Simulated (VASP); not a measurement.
# TePb (R-3m) in VASP: notebook

Runs on TePb. Level: PBEsol. Tasks: electric field gradients.

All numbers are computed with VASP 6.6.1; they aren't measurements. Logs are shortened: lines on timing, memory, paths and dates and some standing lists are left out, and cuts for length are marked.

### Step 1. The cell of the first run

The structure is trigonal, space group R-3m (No. 166). Conventional cell: a = 4.541 Å, b = 4.541 Å, c = 11.290 Å, α = 90.00°, β = 90.00°, γ = 120.00°. Within 4.2 Å of Te (site symmetry -3m) lie 6 Pb at 3.23 Å. Pb (site symmetry -3m) has 6 Te at 3.23 Å within 4.2 Å.

### Step 2. Electric field gradients, PBEsol (equal xy, yz and zx shear strains of +1 %)

Input file INCAR:

```
  ALGO = Normal
  EDIFF = 1E-8
  ENCUT = 520
  GGA = PS
  ISIF = 2
  ISMEAR = -1
  LASPH = T
  LCHARG = F
  LEFG = T
  LREAL = F
  LWAVE = F
  NBANDS = 17
  NELM = 60
  PREC = Accurate
  SIGMA = 0.03
```

Input file KPOINTS:

```
k-points
0
Gamma
  10 10 10
```

Input file POSCAR:

```
TePb
1.0
    0.0322700000      3.2431350000      3.2431350000
    3.2431350000      0.0322700000      3.2431350000
    3.2431350000      3.2431350000      0.0322700000
Te Pb
1 1
Direct
    0.5000000000      0.5000000000      0.5000000000
    0.0000000000      0.0000000000      0.0000000000
```

Potentials or basis: VASP PAW PBE potentials, release 64 (Te, Pb_d).

Run with:

```bash
$ cat potpaw_PBE.64/Te/POTCAR potpaw_PBE.64/Pb_d/POTCAR > POTCAR
$ mpirun -np 1 vasp_std > vasp.out
```

OUTCAR:

```text
EDIFF = 1E-8
   ENCUT = 520
   GGA = PS
   ISIF = 2
   ISMEAR = -1
   LASPH = T
   LREAL = F
   NELM = 60
   PREC = Accurate

 ion  position               nearest neighbor table
   1  0.500  0.500  0.500-   2 3.23   2 3.23   2 3.23   2 3.23   2 3.23   2 3.23
   2  0.000  0.000  0.000-   1 3.23   1 3.23   1 3.23   1 3.23   1 3.23   1 3.23

  LATTYP: Found a trigonal (rhomboedric) cell.
 ALAT       =     4.5865990243
 COS(alpha) =     0.5099250056

  Lattice vectors:

 A1 = (   0.0322700000,   3.2431350000,   3.2431350000)
 A2 = (   3.2431350000,   0.0322700000,   3.2431350000)
 A3 = (   3.2431350000,   3.2431350000,   0.0322700000)

Analysis of symmetry for initial positions (statically):
=====================================================================
 Subroutine PRICEL returns:
 Original cell was already a primitive cell.

 Routine SETGRP: Setting up the symmetry group for a
 trigonal (rhombohedral) supercell.

 Subroutine GETGRP returns: Found 12 space group operations
 (whereof 12 operations were pure point group operations)
 out of a pool of 12 trial point group operations.

The static configuration has the point symmetry D_3d.

Analysis of symmetry for dynamics (positions and initial velocities):
=====================================================================
 Subroutine PRICEL returns:
 Original cell was already a primitive cell.

 Routine SETGRP: Setting up the symmetry group for a
 trigonal (rhombohedral) supercell.

 Subroutine GETGRP returns: Found 12 space group operations
 (whereof 12 operations were pure point group operations)
 out of a pool of 12 trial point group operations.

The dynamic configuration has the point symmetry D_3d.

 Subroutine INISYM returns: Found 12 space group operations
 (whereof 12 operations are pure point group operations),
 and found     1 'primitive' translations

----------------------------------------------------------------------------------------

                                     Primitive cell

  volume of cell :      67.2039

  direct lattice vectors                    reciprocal lattice vectors
     0.032270000  3.243135000  3.243135000    -0.156492175  0.154950380  0.154950380
     3.243135000  0.032270000  3.243135000     0.154950380 -0.156492175  0.154950380
     3.243135000  3.243135000  0.032270000     0.154950380  0.154950380 -0.156492175

  length of vectors
     4.586599024  4.586599024  4.586599024     0.269275029  0.269275029  0.269275029

  position of ions in fractional coordinates (direct lattice)
     0.500000000  0.500000000  0.500000000
     0.000000000  0.000000000  0.000000000

  ion indices of the primitive-cell ions
   primitive index   ion index
                 1           1
                 2           2

----------------------------------------------------------------------------------------

 KPOINTS: k-points

Automatic generation of k-mesh.
 Grid dimensions read from file:
 generate k-points for:   10   10   10

 Generating k-lattice:

  Cartesian coordinates                     Fractional coordinates (reciprocal lattice)
    -0.015649218  0.015495038  0.015495038     0.100000000 -0.000000000 -0.000000000
     0.015495038 -0.015649218  0.015495038    -0.000000000  0.100000000 -0.000000000
     0.015495038  0.015495038 -0.015649218    -0.000000000 -0.000000000  0.100000000

  Length of vectors
     0.026927503  0.026927503  0.026927503

  Shift w.r.t. Gamma in fractional coordinates (k-lattice)
     0.000000000  0.000000000  0.000000000

 Subroutine IBZKPT returns following result:
 ===========================================

 Found    116 irreducible k-points:

 Following reciprocal coordinates:
            Coordinates               Weight
  0.000000  0.000000  0.000000      1.000000
  0.100000  0.000000  0.000000      6.000000
  0.200000  0.000000  0.000000      6.000000
  0.300000  0.000000  0.000000      6.000000
  0.400000  0.000000 -0.000000      6.000000
  0.500000 -0.000000 -0.000000      3.000000
[... 16 lines left out ...]
  0.300000  0.300000  0.000000      6.000000
  0.400000  0.300000 -0.000000     12.000000
 [... further k-points ...]
   k-points           NKPTS =    116   k-points in BZ     NKDIM =    116   number of bands    NBANDS=     17
   number of dos      NEDOS =    301   number of ions     NIONS =      2
   total plane-waves  NPLWV =  46656
   dimension x,y,z NGX =    36 NGY =   36 NGZ =   36
   dimension x,y,z NGXF=    72 NGYF=   72 NGZF=   72
   ions per type =               1   1
   NGX,Y,Z   is equivalent  to a cutoff of  13.05, 13.05, 13.05 a.u.
   NGXF,Y,Z  is equivalent  to a cutoff of  26.10, 26.10, 26.10 a.u.
 SYSTEM =  unknown system
   PREC   = accura    normal or accurate (medium, high low for compatibility)
   ISTART =      0    job   : 0-new  1-cont  2-samecut
   ICHARG =      2    charge: 1-file 2-atom 10-const
   ISPIN  =      1    spin polarized calculation?
   LNONCOLLINEAR =      F non collinear calculations
   LSORBIT =      F    spin-orbit coupling
   LASPH  =      T    aspherical Exc in radial PAW
   ENCUT  =  520.0 eV  38.22 Ry    6.18 a.u.   8.53  8.53  8.53*2*pi/ulx,y,z
   NELM   =     60;   NELMIN=  2; NELMDL= -5     # of ELM steps
   EDIFF  = 0.1E-07   stopping-criterion for ELM
   LREAL  =      F    real-space projection
   EDIFFG = 0.1E-06   stopping-criterion for IOM
   NSW    =      0    number of steps for IOM
   IBRION =     -1    ionic relax: 0-MD 1-quasi-New 2-CG
   NFREE  =      0    steps in history (QN), initial steepest desc. (CG)
   ISIF   =      2    stress and relaxation
   ISYM   =      2    0-nonsym 1-usesym 2-fastsym
   POTIM  = 0.5000    time-step for ionic-motion
   TEBEG  =    0.0;   TEEND  =   0.0 temperature during run
   PSTRESS=    0.0 pullay stress
   NELECT =      20.0000    total number of electrons
   NUPDOWN=      -1.0000    fix difference up-down
   EMIN   =  10.00;   EMAX   =-10.00  energy-range for DOS
   EFERMI =   0.00;   METHOD = LEGACY
   ISMEAR =    -1;   SIGMA  =   0.03  broadening in eV -4-tet -1-fermi 0-gaus
   EFERMI_NEDOS =   21; number of points for ismear=-14 and -15
   IALGO  =     38    algorithm
   IMIX   =      4    mixing-type and parameters
     AMIX     =   0.40;   BMIX     =  1.00
     AMIX_MAG =   1.60;   BMIX_MAG =  1.00
  volume/ion in A,a.u.               =      33.60       226.76
  Fermi-wavevector in a.u.,A,eV,Ry     =   1.093000  2.065470 16.254176  1.194648
  Thomas-Fermi vector in A             =   2.229276
   LORBIT       =      0    0 simple, 1 ext, 2 COOP (PROOUT), +10 PAW based schemes
   GGA     = PS    functional components
   LHFCALC =     F    Hartree Fock is set to
   AEXX    =    0.0000 exact exchange contribution
   IVDW    =     0    specifies the selected vdW correction
   LEPSILON=     F    determine dielectric tensor
   LRPA    =     F    only Hartree local field effects (RPA)
 non-spin polarized calculation
  energy-cutoff  :      520.00
  volume of cell :       67.20
 maximum number of plane-waves:      1829
 NGX is ok and might be reduce to    36
   NGX = 17   NGY = 17   NGZ = 17

 number of electron      20.0000001 magnetization

 Free energy of the ion-electron system (eV)
  ---------------------------------------------------
  ext. energy  EPLUGINS =         0.00000000
  ---------------------------------------------------
  free energy    TOTEN  =        -8.25809472 eV

  energy without entropy =       -8.25809452  energy(sigma->0) =       -8.25809462

 E-fermi :   5.8436     XC(G=0):  -9.4873

 val. band max:        5.5766782400   @ k =   0.5000   0.5000   0.5000
 cond. band min:       6.1387613259   @ k =   0.5000  -0.0000  -0.0000
 fundamental gap:      0.5620830859
 Fermi energy:         5.8435719425

 k-point     1 :       0.0000    0.0000    0.0000
  band No.  band energies     occupation
      1     -11.1258      2.00000
      2     -11.1258      2.00000
      3     -11.1145      2.00000
      4     -11.1145      2.00000
      5     -11.1139      2.00000
      6      -6.5558      2.00000
[... 9 lines left out ...]
     16      11.3187      0.00000
     17      12.7334      0.00000

 k-point     2 :       0.1000    0.0000    0.0000
  band No.  band energies     occupation
      1     -11.1271      2.00000
      2     -11.1266      2.00000
      3     -11.1143      2.00000
      4     -11.1134      2.00000
      5     -11.1125      2.00000
      6      -6.4686      2.00000
[... 9 lines left out ...]
     16      11.5157      0.00000
     17      13.5151      0.00000
[... 421 lines left out ...]
 k-point    24 :       0.4000    0.3000   -0.0000
  band No.  band energies     occupation
      1     -11.1713      2.00000
      2     -11.1212      2.00000
      3     -11.1186      2.00000
      4     -11.0948      2.00000
      5     -11.0926      2.00000
      6      -5.2849      2.00000
[... 9 lines left out ...]
     16      15.1711      0.00000
     17      15.5767      0.00000

 [... further k-points ...]
[... 5 lines left out ...]
  --------------------------------------------------------------------------------------
  -------------------------------------------------------------------------------------
  Total       -0.1058693     -0.1058693     -0.1058693     -0.0635251     -0.0635251     -0.0635251
  in kB       -2.5239814     -2.5239814     -2.5239814     -1.5144727     -1.5144727     -1.5144727
  external PRESSURE =      -2.5239814 kB  Pullay stress =       0.0000000 kB

 VOLUME and BASIS-vectors are now :
 -----------------------------------------------------------------------------
  energy-cutoff  :      520.00
  volume of cell :       67.20
      direct lattice vectors                 reciprocal lattice vectors
     0.032270000  3.243135000  3.243135000    -0.156492175  0.154950380  0.154950380
     3.243135000  0.032270000  3.243135000     0.154950380 -0.156492175  0.154950380
     3.243135000  3.243135000  0.032270000     0.154950380  0.154950380 -0.156492175

 POSITION                                       TOTAL-FORCE (eV/Angst)
 -----------------------------------------------------------------------------------
      3.25927      3.25927      3.25927        -0.000000     -0.000000     -0.000000
      0.00000      0.00000      0.00000         0.000000      0.000000      0.000000
 -----------------------------------------------------------------------------------
    total drift:                               -0.000000      0.000000      0.000000

  FREE ENERGIE OF THE ION-ELECTRON SYSTEM (eV)
  ---------------------------------------------------
  free  energy   TOTEN  =        -8.2580947235 eV

  energy  without entropy=       -8.2580945169  energy(sigma->0) =       -8.25809462

 Electric field gradients (V/A^2)
---------------------------------------------------------------------
 ion       V_xx      V_yy      V_zz      V_xy      V_xz      V_yz
---------------------------------------------------------------------
   1       0.000    -0.000     0.000     5.427     5.427     5.427
   2      -0.000    -0.000     0.000    -0.313    -0.313    -0.313
---------------------------------------------------------------------

 Electric field gradients after diagonalization (V/A^2)
 (convention: |V_zz| > |V_xx| > |V_yy|)
----------------------------------------------------------------------
 ion       V_xx      V_yy      V_zz     asymmetry (V_yy - V_xx)/ V_zz
----------------------------------------------------------------------
   1      -5.427    -5.427    10.855       0.000
   2       0.313     0.313    -0.627       0.000
----------------------------------------------------------------------

           NMR quadrupolar parameters

 Cq : quadrupolar parameter    Cq=e*Q*V_zz/h
 eta: asymmetry parameters     (V_yy - V_xx)/ V_zz
 Q  : nuclear electric quadrupole moment in mb (millibarn)
----------------------------------------------------------------------
 ion       Cq(MHz)       eta       Q (mb)
----------------------------------------------------------------------
   1       0.026       0.000       1.000
   2      -0.002       0.000       1.000
----------------------------------------------------------------------
```

Run time: 2 min. Hardware: 1 thread of Intel Xeon Platinum 8375C at 2.90GHz (Ice Lake), shared host; peak memory 0.3 GiB.

Results:

| Item | Value |
| --- | --- |
| Free energy | -8.2581 eV |
| Pressure | -0.3 GPa |
| Band gap on the k mesh | 0.56 eV (least direct gap 0.65 eV) |
| Largest electric field gradient by atom | Te +10.9; Pb -0.6 V/Å² |

Stress tensor (GPa, compression positive):
```
-0.25 -0.15 -0.15
-0.15 -0.25 -0.15
-0.15 -0.15 -0.25
```

Electric field gradients, principal values (V/Å²):
```csv
atom,least,middle,greatest (by size)
1 Te,-5.427,-5.427,10.855
2 Pb,0.313,0.313,-0.627
```

Caveat: the cell differs from its parent crystal (equal xy, yz and zx shear strains of +1 %); without QUAD_EFG the Cq values of the log hold for a quadrupole moment of 1 mb, not for the nuclei; the PAW data sets were made with another functional, which shifts forces and pressure a little; spin-orbit coupling is left out, which moves the levels of the heavy elements. A k mesh can miss the band edges.

(Part 1 of 2 ends here.)
